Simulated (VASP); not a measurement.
# Mo4N in VASP: further runs

The runs below take Mo4N through relaxation of the atoms, with PBEsol.

All numbers are computed with VASP 6.6.1; they aren't measurements. Logs are shortened: lines on timing, memory, paths and dates and some standing lists are left out, and cuts for length are marked.

## Step 1: The cell of the first run

The cell holds a slab with vacuum, 5 atoms: a = 3.129 Å, b = 3.129 Å, c = 20.043 Å, α = 90.00°, β = 90.00°, γ = 90.00°.

## Step 2: Relaxation of the atoms, PBEsol

File INCAR:

```
ALGO = Fast ; DIPOL = 0.5 0.5 0.355
EDIFF = 1E-6 ; EDIFFG = -0.025
ENCUT = 520 ; GGA = PS
IBRION = 2 ; IDIPOL = 3
ISIF = 2 ; ISMEAR = 0
LASPH = T ; LCHARG = F
LDIPOL = T ; LREAL = F
LWAVE = F ; NELM = 80
NSW = 36 ; PREC = Accurate
SIGMA = 0.1
```

File KPOINTS:

```
k-points
0
Gamma
  9 9 1
```

File POSCAR:

```
Mo4N
1.0
    3.1294301619      0.0000000000      0.0000000000
    0.0000000000      3.1294301619      0.0000000000
    0.0000000000      0.0000000000     20.0433475232
Mo N
4 1
Selective dynamics
Direct
    0.5000000000      0.5000000000      0.1995674622  F F F
    0.0000000000      0.0000000000      0.2776340167  F F F
    0.5000000000      0.5000000000      0.3579998484  F F F
    0.0000000000      0.0000000000      0.4262435461  F F F
    0.1250000000      0.1250000000      0.5110597175  F F T
```

Potentials or basis: VASP PAW PBE potentials, release 64 (Mo_sv, N).

Launch:

```console
> cat potpaw_PBE.64/Mo_sv/POTCAR potpaw_PBE.64/N/POTCAR > POTCAR
> mpirun -np 1 vasp_std > vasp.out
```

OUTCAR:

```text
EDIFF = 1E-6
   EDIFFG = -0.025
   ENCUT = 520
   GGA = PS
   IBRION = 2
   ISIF = 2
   ISMEAR = 0
   LASPH = T
   LREAL = F
   NELM = 80
   NSW = 36
   PREC = Accurate

 ion  position               nearest neighbor table
   1  0.500  0.500  0.200-   2 2.71   2 2.71   2 2.71   2 2.71   3 3.18
   2  0.000  0.000  0.278-   1 2.71   1 2.71   1 2.71   1 2.71   3 2.74   3 2.74   3 2.74   3 2.74
                             4 2.98
   3  0.500  0.500  0.358-   4 2.60   4 2.60   4 2.60   4 2.60   2 2.74   2 2.74   2 2.74   2 2.74
                             1 3.18
   4  0.000  0.000  0.426-   5 1.79   3 2.60   3 2.60   3 2.60   3 2.60   2 2.98
   5  0.125  0.125  0.511-   4 1.79

  LATTYP: Found a simple tetragonal cell.
 ALAT       =     3.1294301619
 C/A-ratio  =     6.4047914433

  Lattice vectors:

 A1 = (   3.1294301619,   0.0000000000,   0.0000000000)
 A2 = (   0.0000000000,   3.1294301619,   0.0000000000)
 A3 = (   0.0000000000,   0.0000000000,  20.0433475232)

Analysis of symmetry for initial positions (statically):
=====================================================================
 Subroutine PRICEL returns:
 Original cell was already a primitive cell.

 Routine SETGRP: Setting up the symmetry group for a
 simple tetragonal supercell.

 Subroutine GETGRP returns: Found  2 space group operations
 (whereof  2 operations were pure point group operations)
 out of a pool of 16 trial point group operations.

The static configuration has the point symmetry C_1h.

Analysis of symmetry for dynamics (positions and initial velocities):
=====================================================================
 Subroutine PRICEL returns:
 Original cell was already a primitive cell.

 Routine SETGRP: Setting up the symmetry group for a
 simple tetragonal supercell.

 Subroutine GETGRP returns: Found  2 space group operations
 (whereof  2 operations were pure point group operations)
 out of a pool of 16 trial point group operations.

The dynamic configuration has the point symmetry C_1h.

Analysis of constrained symmetry for selective dynamics:
=====================================================================
 Subroutine PRICEL returns:
 Original cell was already a primitive cell.

 Routine SETGRP: Setting up the symmetry group for a
 simple tetragonal supercell.

 Subroutine GETGRP returns: Found  2 space group operations
 (whereof  2 operations were pure point group operations)
 out of a pool of 16 trial point group operations.

The constrained configuration has the point symmetry C_1h.

 Subroutine INISYM returns: Found  2 space group operations
 (whereof  2 operations are pure point group operations),
 and found     1 'primitive' translations

----------------------------------------------------------------------------------------

                                     Primitive cell

  volume of cell :     196.2912

  direct lattice vectors                    reciprocal lattice vectors
     3.129430162  0.000000000  0.000000000     0.319546994  0.000000000  0.000000000
     0.000000000  3.129430162  0.000000000     0.000000000  0.319546994  0.000000000
     0.000000000  0.000000000 20.043347523     0.000000000  0.000000000  0.049891866

  length of vectors
     3.129430162  3.129430162 20.043347523     0.319546994  0.319546994  0.049891866

  position of ions in fractional coordinates (direct lattice)
     0.500000000  0.500000000  0.199567462
     0.000000000  0.000000000  0.277634017
     0.500000000  0.500000000  0.357999848
     0.000000000  0.000000000  0.426243546
     0.125000000  0.125000000  0.511059717

  ion indices of the primitive-cell ions
   primitive index   ion index
                 1           1
                 2           2
                 3           3
                 4           4
                 5           5

----------------------------------------------------------------------------------------

 KPOINTS: k-points

Automatic generation of k-mesh.
 Grid dimensions read from file:
 generate k-points for:    9    9    1

 Generating k-lattice:

  Cartesian coordinates                     Fractional coordinates (reciprocal lattice)
     0.035505222  0.000000000  0.000000000     0.111111111  0.000000000  0.000000000
     0.000000000  0.035505222  0.000000000     0.000000000  0.111111111  0.000000000
     0.000000000  0.000000000  0.049891866     0.000000000  0.000000000  1.000000000

  Length of vectors
     0.035505222  0.035505222  0.049891866

  Shift w.r.t. Gamma in fractional coordinates (k-lattice)
     0.000000000  0.000000000  0.000000000

 Subroutine IBZKPT returns following result:
 ===========================================

 Found     25 irreducible k-points:

 Following reciprocal coordinates:
            Coordinates               Weight
  0.000000  0.000000  0.000000      1.000000
  0.111111  0.000000  0.000000      4.000000
  0.222222  0.000000  0.000000      4.000000
  0.333333  0.000000  0.000000      4.000000
  0.444444  0.000000  0.000000      4.000000
  0.111111  0.111111  0.000000      2.000000
[... 16 lines left out ...]
 -0.333333  0.444444  0.000000      4.000000
  0.444444  0.444444  0.000000      2.000000
   k-points           NKPTS =     25   k-points in BZ     NKDIM =     25   number of bands    NBANDS=     36
   number of dos      NEDOS =    301   number of ions     NIONS =      5
   total plane-waves  NPLWV =  86400
   dimension x,y,z NGX =    24 NGY =   24 NGZ =  150
   dimension x,y,z NGXF=    48 NGYF=   48 NGZF=  300
   ions per type =               4   1
   NGX,Y,Z   is equivalent  to a cutoff of  12.75, 12.75, 12.44 a.u.
   NGXF,Y,Z  is equivalent  to a cutoff of  25.50, 25.50, 24.88 a.u.
 SYSTEM =  unknown system
   PREC   = accura    normal or accurate (medium, high low for compatibility)
   ISTART =      0    job   : 0-new  1-cont  2-samecut
   ICHARG =      2    charge: 1-file 2-atom 10-const
   ISPIN  =      1    spin polarized calculation?
   LNONCOLLINEAR =      F non collinear calculations
   LSORBIT =      F    spin-orbit coupling
   LASPH  =      T    aspherical Exc in radial PAW
   ENCUT  =  520.0 eV  38.22 Ry    6.18 a.u.   5.82  5.82 37.27*2*pi/ulx,y,z
   NELM   =     80;   NELMIN=  2; NELMDL= -5     # of ELM steps
   EDIFF  = 0.1E-05   stopping-criterion for ELM
   LREAL  =      F    real-space projection
   EDIFFG = -.3E-01   stopping-criterion for IOM
   NSW    =     36    number of steps for IOM
   IBRION =      2    ionic relax: 0-MD 1-quasi-New 2-CG
   NFREE  =      1    steps in history (QN), initial steepest desc. (CG)
   ISIF   =      2    stress and relaxation
   ISYM   =      2    0-nonsym 1-usesym 2-fastsym
   POTIM  = 0.5000    time-step for ionic-motion
   TEBEG  =    0.0;   TEEND  =   0.0 temperature during run
   PSTRESS=    0.0 pullay stress
   NELECT =      61.0000    total number of electrons
   NUPDOWN=      -1.0000    fix difference up-down
   EMIN   =  10.00;   EMAX   =-10.00  energy-range for DOS
   EFERMI =   0.00;   METHOD = LEGACY
   ISMEAR =     0;   SIGMA  =   0.10  broadening in eV -4-tet -1-fermi 0-gaus
   EFERMI_NEDOS =   21; number of points for ismear=-14 and -15
   IALGO  =     68    algorithm
   IMIX   =      4    mixing-type and parameters
     AMIX     =   0.40;   BMIX     =  1.00
     AMIX_MAG =   1.60;   BMIX_MAG =  1.00
  volume/ion in A,a.u.               =      39.26       264.93
  Fermi-wavevector in a.u.,A,eV,Ry     =   1.108880  2.095479 16.729923  1.229615
  Thomas-Fermi vector in A             =   2.245413
   LORBIT       =      0    0 simple, 1 ext, 2 COOP (PROOUT), +10 PAW based schemes
   GGA     = PS    functional components
   LHFCALC =     F    Hartree Fock is set to
   AEXX    =    0.0000 exact exchange contribution
   IVDW    =     0    specifies the selected vdW correction
   LEPSILON=     F    determine dielectric tensor
   LRPA    =     F    only Hartree local field effects (RPA)
 conjugate gradient relaxation of ions
 non-spin polarized calculation
 RMM-DIIS sequential band-by-band and
 Gauss-broadening in eV      SIGMA  =   0.10
  energy-cutoff  :      520.00
  volume of cell :      196.29
 maximum number of plane-waves:      5322
   NGX = 11   NGY = 11   NGZ = 75

 dipolmoment           0.000000      0.000000     -0.331477 electrons x Angstroem

--------------------------------------- Ionic step        1  -------------------------------------------

 number of electron      60.9999997 magnetization

 Free energy of the ion-electron system (eV)
  ---------------------------------------------------
  ext. energy  EPLUGINS =         0.00000000
  ---------------------------------------------------
  free energy    TOTEN  =       -49.98804801 eV

  energy without entropy =      -49.95928660  energy(sigma->0) =      -49.97366730

------------------------ aborting loop because EDIFF is reached ----------------------------------------

  FORCE on cell =-STRESS in cart. coord.  units (eV):
  Direction    XX          YY          ZZ          XY          YZ          ZX
  --------------------------------------------------------------------------------------
  -------------------------------------------------------------------------------------
  Total       -2.8174600     -2.8174600     -3.4600221     -0.0660798     -0.2672673     -0.2672670
  in kB      -22.9968076    -22.9968076    -28.2415589     -0.5393595     -2.1815022     -2.1814996
  external PRESSURE =     -24.7450580 kB  Pullay stress =       0.0000000 kB
[... 63 lines left out ...]
  energy  without entropy=      -50.0662188590  energy(sigma->0) =      -50.08014618

--------------------------------------- Ionic step        3  -------------------------------------------

 number of electron      60.9999997 magnetization

 dipolmoment           0.000000      0.000000      0.204866 electrons x Angstroem

 Free energy of the ion-electron system (eV)
  ---------------------------------------------------
  ext. energy  EPLUGINS =         0.00000000
  ---------------------------------------------------
  free energy    TOTEN  =       -50.10290424 eV

  energy without entropy =      -50.07493759  energy(sigma->0) =      -50.08892091

 E-fermi :   0.1978     XC(G=0):  -5.7735

 val. band max:        0.1740375145   @ k =   0.1111   0.0000   0.0000
 cond. band min:       0.2011021185   @ k =   0.2222   0.2222   0.0000
 fundamental gap:      0.0270646040
 Fermi energy:         0.1978402098

 k-point     1 :       0.0000    0.0000    0.0000
  band No.  band energies     occupation
      1     -60.6496      2.00000
      2     -60.4178      2.00000
      3     -60.3048      2.00000
      4     -59.9228      2.00000
      5     -34.9653      2.00000
      6     -34.9007      2.00000
[... 925 lines left out ...]
     35       2.6969      0.00000
     36       2.8421      0.00000

 [... further k-points ...]

------------------------ aborting loop because EDIFF is reached ----------------------------------------

 vacuum level on the upper side and lower side of the slab       (xc-potential included)         1.833        -2.030

  FORCE on cell =-STRESS in cart. coord.  units (eV):
  Direction    XX          YY          ZZ          XY          YZ          ZX
  --------------------------------------------------------------------------------------
  -------------------------------------------------------------------------------------
  Total       -1.8729094     -1.8729094      1.2283366      0.0280592      0.5461452      0.5461463
  in kB      -15.2871518    -15.2871518     10.0259880      0.2290262      4.4577728      4.4577817
  external PRESSURE =      -6.8494385 kB  Pullay stress =       0.0000000 kB

 VOLUME and BASIS-vectors are now :
 -----------------------------------------------------------------------------
  energy-cutoff  :      520.00
  volume of cell :      196.29
      direct lattice vectors                 reciprocal lattice vectors
     3.129430162  0.000000000  0.000000000     0.319546994  0.000000000  0.000000000
     0.000000000  3.129430162  0.000000000     0.000000000  0.319546994  0.000000000
     0.000000000  0.000000000 20.043347523     0.000000000  0.000000000  0.049891866
[... 11 lines left out ...]
  FREE ENERGIE OF THE ION-ELECTRON SYSTEM (eV)
  ---------------------------------------------------
  free  energy   TOTEN  =       -50.1029042403 eV

  energy  without entropy=      -50.0749375895  energy(sigma->0) =      -50.08892091

 reached required accuracy - stopping structural energy minimisation

 vacuum level on the upper side and lower side of the slab         8.019         4.084
```

Wall time 26 min (1 thread of Oxide Virtual Turin-like, shared host); peak memory 0.34 GiB.

What came out:

```
Free energy               : -50.1029 eV
Energy gained by relaxing : 23.0 meV/atom
Ionic steps               : 3
Band gap on the k mesh    : zero (an odd number of electrons rules out a gap without spin polarisation)
```

Step by step:
| step | energy change (eV) | largest force on free atoms (eV/Å) | pressure (GPa) |
| --- | --- | --- | --- |
| 1 | 0.0000 | 2.3443 | -2.47 |
| 2 | -0.1060 | 0.7928 | -0.19 |
| 3 | -0.1149 | 0.0055 | -0.68 |

Final structure:
```yaml
crystal:
  lattice:
    - [3.12943, 0.00000, 0.00000]
    - [0.00000, 3.12943, 0.00000]
    - [0.00000, 0.00000, 20.04335]
  atoms:
    - { symbol: Mo, position: [0.50000, 0.50000, 0.19957] }
    - { symbol: Mo, position: [0.00000, 0.00000, 0.27763] }
    - { symbol: Mo, position: [0.50000, 0.50000, 0.35800] }
    - { symbol: Mo, position: [0.00000, 0.00000, 0.42624] }
    - { symbol: N, position: [0.12500, 0.12500, 0.50656] }
```

Levels at points of the mesh, in eV from the Fermi level:
```tsv
k point	band 27	band 28	band 29	band 30	band 31	band 32	band 33	band 34	band 35	band 36
(0.00, 0.00, 0.00)	-0.95	-0.88	-0.65	-0.19	-0.07	0.19	0.25	0.51	1.30	1.98
```

Caveat: the PAW data sets were made with another functional, which shifts forces and pressure a little.

## Step 3: Relaxation of the atoms, PBEsol

File INCAR:

```
PREC = Accurate
ENCUT = 520
EDIFF = 1E-7
ISMEAR = 0
SIGMA = 0.1
LREAL = F
LASPH = T
NELM = 100
ALGO = Fast
ISIF = 2
LWAVE = F
LCHARG = F
LDIPOL = T
IDIPOL = 3
DIPOL = 0.5 0.5 0.352
GGA = PS
IBRION = 2
NSW = 36
EDIFFG = -0.025
```

File KPOINTS:

```
regular mesh
0
Gamma
  9 9 1
```

POSCAR: that of step 2 with these lines changed.

```diff
@@ -13,2 +13,2 @@
     0.0000000000      0.0000000000      0.4262435461  F F F
-    0.1250000000      0.1250000000      0.5110597175  F F T
+    0.2500000000      0.2500000000      0.4990856698  F F T
```

Potentials or basis: VASP PAW PBE potentials, release 64 (Mo_sv, N).

Launch:

```console
> cat potpaw_PBE.64/Mo_sv/POTCAR potpaw_PBE.64/N/POTCAR > POTCAR
> mpirun -np 1 vasp_std > vasp.out
```

OUTCAR:

```text
PREC = Accurate
   ENCUT = 520
   EDIFF = 1E-7
   ISMEAR = 0
   LREAL = F
   LASPH = T
   NELM = 100
   ISIF = 2
   GGA = PS
   IBRION = 2
   NSW = 36
   EDIFFG = -0.025

 ion  position               nearest neighbor table
   1  0.500  0.500  0.200-   2 2.71   2 2.71   2 2.71   2 2.71   3 3.18
   2  0.000  0.000  0.278-   1 2.71   1 2.71   1 2.71   1 2.71   3 2.74   3 2.74   3 2.74   3 2.74
                             4 2.98
   3  0.500  0.500  0.358-   4 2.60   4 2.60   4 2.60   4 2.60   2 2.74   2 2.74   2 2.74   2 2.74
                             1 3.18
   4  0.000  0.000  0.426-   5 1.83   3 2.60   3 2.60   3 2.60   3 2.60   2 2.98
   5  0.250  0.250  0.499-   4 1.83

  LATTYP: Found a simple tetragonal cell.
 ALAT       =     3.1294301619
 C/A-ratio  =     6.4047914433

  Lattice vectors:

 A1 = (   3.1294301619,   0.0000000000,   0.0000000000)
 A2 = (   0.0000000000,   3.1294301619,   0.0000000000)
 A3 = (   0.0000000000,   0.0000000000,  20.0433475232)

Analysis of symmetry for initial positions (statically):
=====================================================================
 Subroutine PRICEL returns:
 Original cell was already a primitive cell.

 Routine SETGRP: Setting up the symmetry group for a
 simple tetragonal supercell.

[... 197 lines left out ...]
  Total       -3.6235289     -3.6235289     -3.9379558      0.7635127      0.2193465      0.2193474
  in kB      -29.5761419    -29.5761419    -32.1425726      6.2319802      1.7903606      1.7903680
  external PRESSURE =     -30.4316188 kB  Pullay stress =       0.0000000 kB
[... 65 lines left out ...]
--------------------------------------- Ionic step        3  -------------------------------------------

 number of electron      60.9999997 magnetization

 dipolmoment           0.000000      0.000000      0.158382 electrons x Angstroem

 Free energy of the ion-electron system (eV)
  ---------------------------------------------------
  ext. energy  EPLUGINS =         0.00000000
  ---------------------------------------------------
  free energy    TOTEN  =       -50.54532773 eV

  energy without entropy =      -50.51980746  energy(sigma->0) =      -50.53256759

 E-fermi :   0.5915     XC(G=0):  -5.7248

 val. band max:        0.5852756295   @ k =   0.3333   0.0000   0.0000
 cond. band min:       0.6090366158   @ k =  -0.1111   0.4444   0.0000
 fundamental gap:      0.0237609863
 Fermi energy:         0.5914610992

 k-point     1 :       0.0000    0.0000    0.0000
  band No.  band energies     occupation
      1     -60.3651      2.00000
      2     -60.2106      2.00000
      3     -59.9729      2.00000
      4     -59.8888      2.00000
      5     -34.9026      2.00000
      6     -34.6565      2.00000
[... 925 lines left out ...]
     35       2.9952      0.00000
     36       3.0789      0.00000

 [... further k-points ...]

------------------------ aborting loop because EDIFF is reached ----------------------------------------

 vacuum level on the upper side and lower side of the slab       (xc-potential included)         1.295        -1.603

  FORCE on cell =-STRESS in cart. coord.  units (eV):
  Direction    XX          YY          ZZ          XY          YZ          ZX
  --------------------------------------------------------------------------------------
  -------------------------------------------------------------------------------------
  Total       -1.9291374     -1.9291374      0.1160513      1.6932958      2.0520446      2.0520473
  in kB      -15.7460985    -15.7460985      0.9472391     13.8211003     16.7492976     16.7493196
  external PRESSURE =     -10.1816526 kB  Pullay stress =       0.0000000 kB
[... 20 lines left out ...]
  FREE ENERGIE OF THE ION-ELECTRON SYSTEM (eV)
  ---------------------------------------------------
  free  energy   TOTEN  =       -50.5453277251 eV

  energy  without entropy=      -50.5198074612  energy(sigma->0) =      -50.53256759

 reached required accuracy - stopping structural energy minimisation

 vacuum level on the upper side and lower side of the slab         7.404         4.420
```

OSZICAR:

```text
N       E                     dE             d eps       ncg     rms          rms(c)
DAV:   1     0.640784827277E+03    0.64078E+03   -0.38080E+04  2296   0.152E+03
DAV:   2    -0.262287684916E+02   -0.66701E+03   -0.65551E+03  2108   0.452E+02
DAV:   3    -0.553073775319E+02   -0.29079E+02   -0.28068E+02  2404   0.805E+01
[... 77 lines left out ...]
RMM:  16    -0.505453266701E+02   -0.82036E-06   -0.19945E-07   776   0.803E-04    0.464E-04
RMM:  17    -0.505453272694E+02   -0.59928E-06   -0.11449E-07   712   0.664E-04    0.227E-04
RMM:  18    -0.505453275301E+02   -0.26067E-06   -0.53082E-08   563   0.556E-04    0.992E-05
RMM:  19    -0.505453276837E+02   -0.15362E-06   -0.32387E-08   525   0.507E-04    0.415E-05
RMM:  20    -0.505453277251E+02   -0.41451E-07   -0.17051E-08   410   0.439E-04
   3 F= -.50545328E+02 E0= -.50532568E+02  d E =-.192355E+00
```

Run time: 19 min. Hardware: 1 thread of Oxide Virtual Turin-like, shared host; peak memory 0.34 GiB.

What came out:

| Item | Value |
| --- | --- |
| Free energy | -50.5453 eV |
| Energy gained by relaxing | 38.5 meV/atom |
| Ionic steps | 3 |
| Band gap on the k mesh | zero (an odd number of electrons rules out a gap without spin polarisation) |

Step by step:
| step | energy change (eV) | largest force on free atoms (eV/Å) | pressure (GPa) |
| --- | --- | --- | --- |
| 1 | 0.0000 | 2.4801 | -3.04 |
| 2 | -0.1867 | 0.4901 | -1.40 |
| 3 | -0.1924 | 0.0060 | -1.02 |

Final structure:
```
Mo N
1.0
     3.12943    0.00000    0.00000
     0.00000    3.12943    0.00000
     0.00000    0.00000   20.04335
Mo N
4 1
Direct
  0.50000 0.50000 0.19957
  0.00000 0.00000 0.27763
  0.50000 0.50000 0.35800
  0.00000 0.00000 0.42624
  0.25000 0.25000 0.49196
```

Levels at points of the mesh, in eV from the Fermi level:
| k point | band 28 | band 29 | band 30 | band 31 | band 32 | band 33 | band 34 | band 35 |
| --- | --- | --- | --- | --- | --- | --- | --- | --- |
| (0.00, 0.00, 0.00) | -0.97 | -0.59 | -0.12 | -0.03 | 0.20 | 0.36 | 0.85 | 0.90 |

Caveat: the PAW data sets were made with another functional, which shifts forces and pressure a little.
